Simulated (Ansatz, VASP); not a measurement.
# Two plane-wave programs on NiCl3

```
CELL_PARAMETERS angstrom
3.01986 5.23056 0.00000
-3.01986 5.23056 0.00000
0.00000 0.00000 5.58431
ATOMIC_POSITIONS crystal
Cl 0.29381 0.70619 0.25000
Cl 0.29381 0.00000 0.75000
Cl 0.00000 0.29381 0.25000
Cl 0.70619 0.29381 0.75000
Cl 0.70619 0.00000 0.25000
Cl 0.00000 0.70619 0.75000
Ni 0.00000 0.00000 0.00000
Ni 0.00000 0.00000 0.50000
```

Alike in both runs: functional PBEsol; k mesh 4 × 4 × 3; no spin polarisation.

Ansatz relaxed the structure, and its values are those at the end. VASP's run is a single point on that final structure, the one shown.

|  | VASP | Ansatz |
| --- | --- | --- |
| version | VASP 6.6.1 | Ansatz 0.2.0 |
| potentials or method | VASP PAW PBE potentials, release 64 (Cl, Ni), cutoff 520 eV | PAW plane waves |
| occupations | fermi-dirac, width 0.1 eV | fermi-dirac |
| valence electrons in the cell | 62 | 78 |

|  | VASP | Ansatz | Ansatz less VASP |
| --- | --- | --- | --- |
| gap on the k mesh at the Fermi level (eV) | none | none | - |
| pressure (GPa) | 0.0 | 0.0 | +0.08 |

VASP's potentials were made for PBE, not for PBEsol. A gap of «none» marks a metal or a gap that the smearing closes. VASP's potentials hold 62 valence electrons a cell and Ansatz's 78, so a difference there can come from the potentials and not from the codes. Ansatz's warnings: structure snapped to symmetry.

The k mesh is coarse, so the values compare programs but aren't converged.
